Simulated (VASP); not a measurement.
# MnSi (Pm-3m) in VASP: settings compared

MnSi is run at these levels: HF, PBE; tasks: relaxation of cell and atoms, single point.

Everything below comes from runs of VASP 6.6.1. Logs are shortened: lines on timing, memory, paths and dates and some standing lists are left out, and cuts for length are marked.

## (1) The cell of the first run

It takes space group Pm-3m (No. 221, cubic). Conventional cell: a = 2.987 Å, b = 2.987 Å, c = 2.987 Å, α = 90.00°, β = 90.00°, γ = 90.00°. Within 3.4 Å of Mn (site symmetry m-3m) lie 8 Si at 2.59 Å and 6 Mn at 2.99 Å. Within 3.4 Å of Si (site symmetry m-3m) lie 8 Mn at 2.59 Å and 6 Si at 2.99 Å.

## (2) Relaxation of cell and atoms, HF, collinear spin, ferromagnetic start

POSCAR reads:

```
MnSi
1.0
    2.9874314600      0.0000000000      0.0000000000
    0.0000000000      2.9874314600      0.0000000000
    0.0000000000      0.0000000000      2.9874314600
Mn Si
1 1
Direct
    0.5000000000      0.5000000000      0.5000000000
    0.0000000000      0.0000000000      0.0000000000
```

INCAR.step1 reads:

```
ALGO = Normal ; EDIFF = 1E-5
ENCUT = 600 ; GGA = PE
ISMEAR = -1 ; ISPIN = 2
KPAR = 4 ; LASPH = True
LCHARG = False ; LMAXMIX = 4
LORBIT = 11 ; LREAL = False
LWAVE = True ; MAGMOM = 4 0
NBANDS = 20 ; NELM = 150
PREC = Accurate ; SIGMA = 0.05
```

INCAR.step2 reads:

```
AEXX = 1.0 ; AGGAC = 0.0
ALDAC = 0.0 ; ALGO = Normal
EDIFF = 1E-6 ; EDIFFG = -0.01
ENCUT = 600 ; GGA = PE
IBRION = 2 ; ISIF = 3
ISMEAR = -1 ; ISPIN = 2
ISTART = 1 ; KPAR = 4
LASPH = True ; LCHARG = False
LHFCALC = True ; LMAXMIX = 4
LORBIT = 11 ; LREAL = False
LWAVE = False ; MAGMOM = 4 0
NELM = 150 ; NSW = 60
PREC = Accurate ; PRECFOCK = Normal
SIGMA = 0.05
```

KPOINTS reads:

```
k-points
0
Gamma
  5 5 5
```

Potentials or basis: VASP PAW PBE potentials, release 64 (Mn_pv, Si).

On the command line:

```
> cat potpaw_PBE.64/Mn_pv/POTCAR potpaw_PBE.64/Si/POTCAR > POTCAR
> cp INCAR.step1 INCAR
> mpirun -np 4 vasp_std > vasp.out
> cp INCAR.step2 INCAR
> mpirun -np 4 vasp_std > vasp.out
```

OUTCAR:

```text
AEXX = 1.0
   EDIFF = 1E-6
   EDIFFG = -0.01
   ENCUT = 600
   GGA = PE
   IBRION = 2
   ISIF = 3
   ISMEAR = -1
   ISPIN = 2
   ISTART = 1
   LASPH = True
   LHFCALC = True
   LORBIT = 11
   LREAL = False
   NELM = 150
   NSW = 60
   PREC = Accurate
   PRECFOCK = Normal

 ion  position               nearest neighbor table
   1  0.500  0.500  0.500-   2 2.59   2 2.59   2 2.59   2 2.59   2 2.59   2 2.59   2 2.59   2 2.59

   2  0.000  0.000  0.000-   1 2.59   1 2.59   1 2.59   1 2.59   1 2.59   1 2.59   1 2.59   1 2.59

  LATTYP: Found a simple cubic cell.
 ALAT       =     2.9874314600

  Lattice vectors:

 A1 = (   2.9874314600,   0.0000000000,   0.0000000000)
 A2 = (   0.0000000000,   2.9874314600,   0.0000000000)
 A3 = (   0.0000000000,   0.0000000000,   2.9874314600)

Analysis of symmetry for initial positions (statically):
=====================================================================
 Subroutine PRICEL returns:
 Original cell was already a primitive cell.

 Routine SETGRP: Setting up the symmetry group for a
 simple cubic supercell.

 Subroutine GETGRP returns: Found 48 space group operations
 (whereof 48 operations were pure point group operations)
 out of a pool of 48 trial point group operations.

The static configuration has the point symmetry O_h .

Analysis of symmetry for dynamics (positions and initial velocities):
=====================================================================
 Subroutine PRICEL returns:
 Original cell was already a primitive cell.

 Routine SETGRP: Setting up the symmetry group for a
 simple cubic supercell.

 Subroutine GETGRP returns: Found 48 space group operations
 (whereof 48 operations were pure point group operations)
 out of a pool of 48 trial point group operations.

The dynamic configuration has the point symmetry O_h .

Analysis of structural, dynamic, and magnetic symmetry:
=====================================================================
 Subroutine PRICEL returns:
 Original cell was already a primitive cell.

 Routine SETGRP: Setting up the symmetry group for a
 simple cubic supercell.

 Subroutine GETGRP returns: Found 48 space group operations
 (whereof 48 operations were pure point group operations)
 out of a pool of 48 trial point group operations.

The overall configuration has the point symmetry O_h .

 Subroutine INISYM returns: Found 48 space group operations
 (whereof 48 operations are pure point group operations),
 and found     1 'primitive' translations

----------------------------------------------------------------------------------------

                                     Primitive cell

  volume of cell :      26.6621

  direct lattice vectors                    reciprocal lattice vectors
     2.987431460  0.000000000  0.000000000     0.334735713  0.000000000  0.000000000
     0.000000000  2.987431460  0.000000000     0.000000000  0.334735713  0.000000000
     0.000000000  0.000000000  2.987431460     0.000000000  0.000000000  0.334735713

  length of vectors
     2.987431460  2.987431460  2.987431460     0.334735713  0.334735713  0.334735713

  position of ions in fractional coordinates (direct lattice)
     0.500000000  0.500000000  0.500000000
     0.000000000  0.000000000  0.000000000

  ion indices of the primitive-cell ions
   primitive index   ion index
                 1           1
                 2           2

----------------------------------------------------------------------------------------

 KPOINTS: k-points

Automatic generation of k-mesh.
 Grid dimensions read from file:
 generate k-points for:    5    5    5

 Generating k-lattice:

  Cartesian coordinates                     Fractional coordinates (reciprocal lattice)
     0.066947143  0.000000000  0.000000000     0.200000000  0.000000000  0.000000000
     0.000000000  0.066947143  0.000000000     0.000000000  0.200000000  0.000000000
     0.000000000  0.000000000  0.066947143     0.000000000  0.000000000  0.200000000

  Length of vectors
     0.066947143  0.066947143  0.066947143

  Shift w.r.t. Gamma in fractional coordinates (k-lattice)
     0.000000000  0.000000000  0.000000000

 Subroutine IBZKPT returns following result:
 ===========================================

 Found     10 irreducible k-points:

 Following reciprocal coordinates:
            Coordinates               Weight
  0.000000  0.000000  0.000000      1.000000
  0.200000  0.000000  0.000000      6.000000
  0.400000  0.000000  0.000000      6.000000
  0.200000  0.200000  0.000000     12.000000
  0.400000  0.200000  0.000000     24.000000
  0.400000  0.400000  0.000000     12.000000
  0.200000  0.200000  0.200000      8.000000
  0.400000  0.200000  0.200000     24.000000
  0.400000  0.400000  0.200000     24.000000
  0.400000  0.400000  0.400000      8.000000
   k-points           NKPTS =     10   k-points in BZ     NKDIM =    125   number of bands    NBANDS=     14
   number of dos      NEDOS =    301   number of ions     NIONS =      2
   total plane-waves  NPLWV =  13824
   dimension x,y,z NGX =    24 NGY =   24 NGZ =   24
   dimension x,y,z NGXF=    48 NGYF=   48 NGZF=   48
   ions per type =               1   1
   NGX,Y,Z   is equivalent  to a cutoff of  13.36, 13.36, 13.36 a.u.
   NGXF,Y,Z  is equivalent  to a cutoff of  26.71, 26.71, 26.71 a.u.
 SYSTEM =  unknown system
   PREC   = accura    normal or accurate (medium, high low for compatibility)
   ISTART =      1    job   : 0-new  1-cont  2-samecut
   ICHARG =      0    charge: 1-file 2-atom 10-const
   ISPIN  =      2    spin polarized calculation?
   LNONCOLLINEAR =      F non collinear calculations
   LSORBIT =      F    spin-orbit coupling
   LASPH  =      T    aspherical Exc in radial PAW
   ENCUT  =  600.0 eV  44.10 Ry    6.64 a.u.   5.97  5.97  5.97*2*pi/ulx,y,z
   NELM   =    150;   NELMIN=  2; NELMDL=  0     # of ELM steps
   EDIFF  = 0.1E-05   stopping-criterion for ELM
   LREAL  =      F    real-space projection
   EDIFFG = -.1E-01   stopping-criterion for IOM
   NSW    =     60    number of steps for IOM
   IBRION =      2    ionic relax: 0-MD 1-quasi-New 2-CG
   NFREE  =      1    steps in history (QN), initial steepest desc. (CG)
   ISIF   =      3    stress and relaxation
   ISYM   =      3    0-nonsym 1-usesym 2-fastsym
   POTIM  = 0.5000    time-step for ionic-motion
   TEBEG  =    0.0;   TEEND  =   0.0 temperature during run
   PSTRESS=    0.0 pullay stress
   NELECT =      17.0000    total number of electrons
   NUPDOWN=      -1.0000    fix difference up-down
   EMIN   =  10.00;   EMAX   =-10.00  energy-range for DOS
   EFERMI =   0.00;   METHOD = LEGACY
   ISMEAR =    -1;   SIGMA  =   0.05  broadening in eV -4-tet -1-fermi 0-gaus
   EFERMI_NEDOS =   21; number of points for ismear=-14 and -15
   IALGO  =     38    algorithm
   IMIX   =      1    mixing-type and parameters
     AMIX     =   0.40;   BMIX     =  1.00
     AMIX_MAG =   1.60;   BMIX_MAG =  1.00
  volume/ion in A,a.u.               =      13.33        89.96
  Fermi-wavevector in a.u.,A,eV,Ry     =   1.409050  2.662719 27.013319  1.985423
  Thomas-Fermi vector in A             =   2.531146
   LORBIT       =     11    0 simple, 1 ext, 2 COOP (PROOUT), +10 PAW based schemes
   GGA     = PE    functional components
   LHFCALC =     T    Hartree Fock is set to
   PRECFOCK=normal    Normal, Fast or Accurate (Low or Medium for compatibility)
   ENCUT4O =  -1.0   cutoff for four orbital integrals eV
   NKREDX  =     1    reduce k-point grid by
   NKREDY  =     1    reduce k-point grid by
   NKREDZ  =     1    reduce k-point grid by
   AEXX    =    1.0000 exact exchange contribution
   HFSCREEN=    0.0000 screening length (either q_TF or 0.3 A-1)
   HFSCREENC=   0.0000 screening length for correlation (either q_TF or 0.3 A-1)
   ENCUTFOCK=  -1.0 apply spherical cutoff to Coloumb kernel
   IVDW    =     0    specifies the selected vdW correction
   LEPSILON=     F    determine dielectric tensor
   LRPA    =     F    only Hartree local field effects (RPA)
 conjugate gradient relaxation of ions
 spin polarized calculation
  energy-cutoff  :      600.00
  volume of cell :       26.66
 maximum number of plane-waves:       904
 NGX is ok and might be reduce to    24
  NGX = 18; NGY = 18; NGZ = 18

--------------------------------------- Ionic step        1  -------------------------------------------

 number of electron      17.0000006 magnetization       2.4409499

 Free energy of the ion-electron system (eV)
  ---------------------------------------------------
  ext. energy  EPLUGINS =         0.00000000
  ---------------------------------------------------
  free energy    TOTEN  =       -37.19498974 eV

  energy without entropy =      -37.19498141  energy(sigma->0) =      -37.19498557

 E-fermi :  12.4266     XC(G=0):   0.0000

 val. band max:       11.9061451538   @ k =   0.4000   0.2000   0.2000
 cond. band min:      12.8994302452   @ k =   0.4000   0.4000   0.0000
 fundamental gap:      0.9932850914
 Fermi energy:        12.4266280463

 spin component 1

 k-point     1 :       0.0000    0.0000    0.0000
  band No.  band energies     occupation
      1     -58.0436      1.00000
      2     -58.0436      1.00000
      3     -58.0436      1.00000
      4      -7.5948      1.00000
      5      -2.0484      1.00000
      6      -2.0484      1.00000
      7       0.1410      1.00000
      8       0.1410      1.00000
      9       0.1410      1.00000
     10      18.9363      0.00000
     11      18.9363      0.00000
     12      18.9363      0.00000
     13      23.3229      0.00000
     14      23.3229      0.00000
[... 137 lines left out ...]
 k-point    10 :       0.4000    0.4000    0.4000
  band No.  band energies     occupation
      1     -58.0959      1.00000
      2     -58.0959      1.00000
      3     -58.0955      1.00000
      4      -2.4410      1.00000
      5      -1.9548      1.00000
      6      -1.9548      1.00000
      7      -0.0085      1.00000
      8      -0.0085      1.00000
      9       7.0231      1.00000
     10      14.1463      0.00000
     11      14.2331      0.00000
     12      14.2331      0.00000
     13      19.6343      0.00000
     14      19.6343      0.00000
 Fermi energy:        12.4266280463

 spin component 2

 k-point     1 :       0.0000    0.0000    0.0000
  band No.  band energies     occupation
      1     -46.4095      1.00000
      2     -46.4095      1.00000
      3     -46.4095      1.00000
      4     -10.9994      1.00000
      5       8.8889      1.00000
      6       8.8889      1.00000
      7      14.9973      0.00000
      8      14.9973      0.00000
      9      14.9973      0.00000
     10      22.9235      0.00000
     11      22.9235      0.00000
     12      22.9235      0.00000
     13      27.2233      0.00000
     14      27.2233      0.00000
[... 328 lines left out ...]
  energy  without entropy=      -40.4434656774  energy(sigma->0) =      -40.44563537

--------------------------------------- Ionic step        6  -------------------------------------------

 number of electron      17.0000023 magnetization       3.6880789

 Free energy of the ion-electron system (eV)
  ---------------------------------------------------
  ext. energy  EPLUGINS =         0.00000000
  ---------------------------------------------------
  free energy    TOTEN  =       -40.44815514 eV

  energy without entropy =      -40.44380930  energy(sigma->0) =      -40.44598222

 E-fermi :   7.7020     XC(G=0):   0.0000

 val. band max:        7.6215911151   @ k =   0.4000   0.4000   0.2000
 cond. band min:       8.0920343753   @ k =   0.2000   0.2000   0.0000
 fundamental gap:      0.4704432603
 Fermi energy:         7.7019893905

 spin component 1

 k-point     1 :       0.0000    0.0000    0.0000
  band No.  band energies     occupation
      1     -63.7844      1.00000
      2     -63.7844      1.00000
      3     -63.7844      1.00000
      4      -9.3735      1.00000
      5      -6.9059      1.00000
      6      -6.9059      1.00000
      7      -6.2545      1.00000
      8      -6.2545      1.00000
      9      -6.2545      1.00000
     10      12.0360      0.00000
     11      12.0360      0.00000
     12      12.0360      0.00000
     13      16.4842      0.00000
     14      16.4889      0.00000
[... 137 lines left out ...]
 k-point    10 :       0.4000    0.4000    0.4000
  band No.  band energies     occupation
      1     -63.7924      1.00000
      2     -63.7924      1.00000
      3     -63.7922      1.00000
      4      -7.0345      1.00000
      5      -6.8660      1.00000
      6      -6.8660      1.00000
      7      -6.1517      1.00000
      8      -6.1517      1.00000
      9      -0.9257      1.00000
     10       4.4513      1.00000
     11       5.5362      1.00000
     12       5.5362      1.00000
     13      12.7760      0.00000
     14      12.7760      0.00000
 Fermi energy:         7.7019893905

 spin component 2

 k-point     1 :       0.0000    0.0000    0.0000
  band No.  band energies     occupation
      1     -50.6926      1.00000
      2     -50.6926      1.00000
      3     -50.6926      1.00000
      4     -11.2439      1.00000
      5       9.6028      0.00000
      6       9.6028      0.00000
      7       9.6028      0.00000
      8      11.5167      0.00000
      9      11.5167      0.00000
     10      14.8374      0.00000
     11      18.1239      0.00000
     12      18.1239      0.00000
     13      18.1239      0.00000
     14      21.6506      0.00000
[... 180 lines left out ...]
  FREE ENERGIE OF THE ION-ELECTRON SYSTEM (eV)
  ---------------------------------------------------
  free  energy   TOTEN  =       -40.4481551362 eV

  energy  without entropy=      -40.4438093018  energy(sigma->0) =      -40.44598222

 reached required accuracy - stopping structural energy minimisation

 total charge

# of ion       s       p       d       tot
------------------------------------------
    1        0.261   6.147   4.837  11.245
    2        0.936   0.741   0.000   1.676
--------------------------------------------------
tot          1.197   6.888   4.837  12.922

 magnetization (x)

# of ion       s       p       d       tot
------------------------------------------
    1       -0.029   0.001   4.628   4.601
    2       -0.081  -0.285   0.000  -0.367
--------------------------------------------------
tot         -0.110  -0.284   4.628   4.234
```

It took 28 min on 4 MPI ranks of Intel Xeon Platinum 8375C at 2.90GHz (Ice Lake), shared host; peak memory 0.15 GiB.

Results:

* Free energy: -40.4482 eV
* Relaxed volume: 20.27 Å³/atom
* Relaxed cell: a = 3.435 Å, b = 3.435 Å, c = 3.435 Å, α = 90.00°, β = 90.00°, γ = 90.00°
* Space group after relaxing (to 0.1 Å): Pm-3m (No. 221)
* Energy gained by relaxing: 1626.6 meV/atom
* Ionic steps: 6
* Pressure after relaxing: 0.0 GPa
* Net moment: 3.69 μB per cell
* Site moments: Mn +4.60; Si -0.37 μB
* Valence electrons inside the program's atomic spheres: Mn 11.24; Si 1.68

Step by step:
```tsv
step	energy change (eV)	largest force (eV/Å)	pressure (GPa)	volume (Å³)
1	0.0000	0.0000	30.19	26.66
2	-3.2094	0.0000	5.06	37.58
3	-3.2201	0.0000	4.29	37.95
4	-3.2335	0.0000	3.26	38.52
5	-3.2528	0.0000	0.41	40.27
6	-3.2532	0.0000	-0.01	40.54
```

Final structure:
```yaml
crystal:
  lattice:
    - [3.43513, 0.00000, 0.00000]
    - [0.00000, 3.43513, 0.00000]
    - [0.00000, 0.00000, 3.43513]
  atoms:
    - { symbol: Mn, position: [0.50000, 0.50000, 0.50000] }
    - { symbol: Si, position: [0.00000, 0.00000, 0.00000] }
```

Caveat: the k points lie up to 0.37 Å⁻¹ apart in the final cell; the volume moved by over 15 % at a fixed basis, so the end points are rough; the PAW data sets were made with another functional, which shifts forces and pressure a little.

[end of part 1 of 2]
